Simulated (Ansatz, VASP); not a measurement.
Be3NiS4: VASP beside Ansatz

```
Be Ni S
1.0
     5.30853    0.00000    0.00000
     0.00000    5.30853    0.00000
     0.00000    0.00000    5.30853
Be Ni S
3 1 4
Direct
  0.50000 0.50000 0.00000
  0.50000 0.00000 0.50000
  0.00000 0.50000 0.50000
  0.00000 0.00000 0.00000
  0.26072 0.26072 0.26072
  0.26072 0.73928 0.73928
  0.73928 0.26072 0.73928
  0.73928 0.73928 0.26072
```

Change from the starting cell: species swapped into the Ga4BiAs3 type (P-43m, No. 215).

Alike in both runs: task relaxation of cell and atoms; functional PBE; k mesh 2 × 2 × 2; occupations gaussian, width 0.15 eV; collinear spin.

```csv
,VASP,Ansatz
version,VASP 6.6.1,Ansatz 0.2.0
potentials or method,"VASP PAW PBE potentials, release 64 (Be, Ni, S), cutoff 600 eV","scalar-relativistic, plane waves, PAW"
valence electrons in the cell,40,48
```

```tsv
	VASP	Ansatz	Ansatz less VASP
gap on the k mesh at the Fermi level, each at its own relaxed structure (eV)	none	none	-
net moment per atom (μB)	0.22	0.23	+0.007
size of the moment on the site where the two differ most (μB)	0.10	0.09	-0.011
relaxed volume (Å³/atom)	15.16	15.25	+0.094
relaxed cell length with the largest relative difference (Å)	4.949	4.960	+0.0102
```

Site moments also hang on the region over which each program counts them. A gap of «none» marks a metal or a gap that the smearing closes. VASP's potentials hold 40 valence electrons a cell and Ansatz's 48, so a difference there can come from the potentials and not from the codes.

The k mesh is coarse, so the values compare programs but aren't converged. Noted on VASP's run: the volume moved by over 15 % at a fixed basis, so the end points are rough.
